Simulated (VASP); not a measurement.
Wanted: the native input for a VASP 6.6.1 run.

| Property | Result |
| --- | --- |
| Task | single point |
| Functional | r2SCAN |
| Potentials or basis | VASP PAW PBE potentials, release 64 (Co_sv) |
| Cutoff | 660 eV |
| k mesh | 12 × 12 × 7 |
| Occupations | fermi-dirac, width 0.05 eV |
| Spin | collinear spin, ferromagnetic start |
| Starting moments | [2.0, 2.0] μB |
| Dipole correction | no |
| Further INCAR settings | ALGO = Normal; EDIFF = 1e-06; NBANDS = 28 |

Crystal: Co.

```
Co
1.0
     2.53615    0.00000    0.00000
    -1.26807    2.19637    0.00000
     0.00000    0.00000    4.14298
Co
2
Cartesian
  0.0000 1.4642 3.0664
  1.2681 0.7321 1.0766
```

The input as run:

POSCAR

```
Co
1.0
    2.5361491194      0.0000000000      0.0000000000
   -1.2680745597      2.1963695652      0.0000000000
    0.0000000000      0.0000000000      4.1429820789
Co
2
Direct
    0.3333333333      0.6666666667      0.7401390000
    0.6666666667      0.3333333333      0.2598610000
```

INCAR.step1

```
  PREC = Accurate
  ENCUT = 660
  ISMEAR = -1
  SIGMA = 0.05
  LREAL = False
  LASPH = True
  NELM = 200
  ISPIN = 2
  MAGMOM = 2 2
  LMAXMIX = 4
  NBANDS = 28
  GGA = PE
  ALGO = Normal
  EDIFF = 1E-5
  LWAVE = True
  LCHARG = False
  GGA_COMPAT = False
```

INCAR.step2

```
  PREC = Accurate
  ENCUT = 660
  EDIFF = 1E-6
  ISMEAR = -1
  SIGMA = 0.05
  LREAL = False
  LASPH = True
  NELM = 200
  ALGO = Normal
  ISIF = 2
  LWAVE = False
  LCHARG = False
  ISPIN = 2
  MAGMOM = 2 2
  LORBIT = 11
  LMAXMIX = 4
  METAGGA = R2SCAN
  LMIXTAU = True
  NBANDS = 28
  ISTART = 1
  GGA_COMPAT = False
```

KPOINTS

```
Automatic mesh
0
Gamma
  12 12 7
```

Potentials or basis: VASP PAW PBE potentials, release 64 (Co_sv).

Command:

```sh
$ cat potpaw_PBE.64/Co_sv/POTCAR > POTCAR
$ cp INCAR.step1 INCAR
$ mpirun -np 1 vasp_std > vasp.out
$ cp INCAR.step2 INCAR
$ mpirun -np 1 vasp_std > vasp.out
```

It gave:

```json
{
  "Pressure": "-16.5 GPa",
  "Largest force": "0.021 eV/Å",
  "Net moment": "3.61 μB per cell",
  "Site moments": "Co +1.96 μB",
  "Valence electrons inside the program's atomic spheres": "Co 15.02"
}
```

Caveat: the cell stands under tension; the PAW data sets were made with another functional, which shifts forces and pressure a little.

It took 5 min on 1 thread of Intel(R) Xeon(R) 6975P-C (Granite Rapids) (shared host), peak memory 0.27 GiB.
